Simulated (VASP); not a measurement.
Runs of VASP 6.6.1 on Al. The typed cell holds 1 atom: a = 2.824 Å, b = 2.645 Å, c = 2.800 Å, α = 110.77°, β = 108.30°, γ = 109.45°. 

| task | level | cell | k mesh | cutoff (eV) | smearing | grid for exact exchange (PRECFOCK) | share of exact exchange | gap on the mesh (eV) | pressure (GPa) |
| --- | --- | --- | --- | --- | --- | --- | --- | --- | --- |
| single point | r2SCAN | as given | 8 × 9 × 8 | 520 | gaussian 0.1 eV | - | - | none | (a) |
| single point | r2SCANh | as given | 6 × 6 × 6 | 520 | fermi-dirac 0.05 eV | Normal | 0.1 | none | 1.8 |
| relaxation of cell and atoms | PBEsol+D3(BJ) | relaxed | 11 × 12 × 12 | 600 | fermi-dirac 0.05 eV | - | - | none | 0.0 |
| single point | PBE | as given | 10 × 11 × 10 | 520 | methfessel-paxton 0.1 eV | - | - | none | 4.2 |
| single point | PBE | as given | 8 × 9 × 8 | 520 | gaussian 0.025 eV | - | - | none | 4.1 |
| single point | PBE | as given | 8 × 9 × 8 | 520 | gaussian 0.05 eV | - | - | none | 4.0 |
| single point | PBE | as given | 8 × 9 × 8 | 520 | gaussian 0.01 eV | - | - | none | 4.1 |
| single point | PBE | as given | 8 × 9 × 8 | 520 | methfessel-paxton 0.1 eV | - | - | none | 4.0 |

Alike in all rows: potentials or basis VASP PAW PBE potentials, release 64 (Al); no spin polarisation.

Q: Estimate the missing entries.

A: (a) 0.6.

Caveats: some runs use coarse meshes; the cell stands under pressure (at least some runs); the PAW data sets were made with another functional, which shifts forces and pressure a little (at least some runs).

A gap of «none» marks levels without a gap at the run's occupations.
